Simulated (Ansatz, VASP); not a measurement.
# One calculation of Pb, two programs

```xyz
1
Lattice="0.0000 2.1373 2.1373 2.1373 0.0000 2.1373 2.1373 2.1373 0.0000" Properties=species:S:1:pos:R:3 pbc="T T T"
Pb    0.0000    0.0000    0.0000
```

Change from the starting cell: volume scaled by 0.65, LAPW.

Alike in both runs: task single point; functional PBEsol; k mesh 15 × 15 × 15; occupations fermi-dirac, width 0.1 eV; no spin polarisation.

|  | VASP | Ansatz |
| --- | --- | --- |
| version | VASP 6.6.1 | Ansatz 0.2.0 |
| potentials or method | VASP PAW PBE potentials, release 64 (Pb_d), cutoff 520 eV | all-electron LAPW, scalar-relativistic |

VASP gave:

* pressure (GPa): 58.7

Problem. Which values does Ansatz return?

Solution. Pressure (GPa): 58.8.

VASP's potentials were made for PBE, not for PBEsol. Both programs put the cell under a high pressure, so it lies far from rest at this level. Ansatz ran all-electron here, and VASP with PAW potentials.

Spin-orbit coupling is off throughout.
